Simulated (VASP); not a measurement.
Crystal: TaN.

```
Ta N
1.0
     0.00000    2.21132    2.21132
     2.21132    0.00000    2.21132
     2.21132    2.21132    0.00000
Ta N
1 1
Direct
  0.50000 0.50000 0.50000
  0.00000 0.00000 0.00000
```

| Quantity | Value |
| --- | --- |
| Program | VASP 6.6.1 |
| Task | relaxation of cell and atoms |
| Functional | revPBE |
| Dispersion | D4 |
| Potentials or basis | VASP PAW PBE potentials, release 64 (Ta_pv, N) |
| Cutoff | 600 eV |
| k mesh | 10 × 10 × 10 |
| Occupations | fermi-dirac, width 0.05 eV |
| Spin | no spin polarisation |

At the start: pressure -7.3 GPa; volume 10.81 Å³/atom.

Problem. How do energy, volume and symmetry change on relaxing?

Solution. Over 4 steps the energy falls by 5.7 meV/atom and the volume is 10.57 Å³/atom (-2.2 %); space group Fm-3m (No. 225, to 0.05 Å).

Step by step:
```tsv
step	energy change (eV)	largest force (eV/Å)	pressure (GPa)	volume (Å³)
1	0.0000	0.0000	-7.35	21.63
2	0.0428	0.0000	18.95	20.11
3	-0.0114	0.0000	0.42	21.11
4	-0.0114	0.0000	0.01	21.14
```

Final structure:
```
CELL_PARAMETERS angstrom
0.00000 2.19468 2.19468
2.19468 0.00000 2.19468
2.19468 2.19468 0.00000
ATOMIC_POSITIONS crystal
Ta 0.50000 0.50000 0.50000
N 0.00000 0.00000 0.00000
```

Caveat: the PAW data sets were made with another functional, which shifts forces and pressure a little; pairwise dispersion overbinds metals, which lowers pressure and volume.
